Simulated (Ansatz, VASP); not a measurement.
**Ta in VASP and in Ansatz**

```
CELL_PARAMETERS angstrom
-1.66072 1.66072 1.66072
1.66072 -1.66072 1.66072
1.66072 1.66072 -1.66072
ATOMIC_POSITIONS crystal
Ta 0.00000 0.00000 0.00000
```

Alike in both runs: task single point; functional PBE; k mesh 3 × 3 × 3; occupations fermi-dirac, width 0.1 eV; no spin polarisation.

```csv
,VASP,Ansatz
version,VASP 6.6.1,Ansatz 0.2.0
potentials or method,"VASP PAW PBE potentials, release 64 (Ta_pv), cutoff 520 eV","plane waves (420 eV) with PAW, scalar-relativistic"
valence electrons in the cell,11,13
```

VASP gave:

| Item | Value |
| --- | --- |
| pressure (GPa) | -1.1 |

Problem. Estimate Ansatz's values.

Solution. Pressure (GPa): -1.2.

VASP's potentials hold 11 valence electrons a cell and Ansatz's 13, so a difference there can come from the potentials and not from the codes.

The k mesh is coarse, so the values compare programs but aren't converged. Spin-orbit coupling is off throughout.
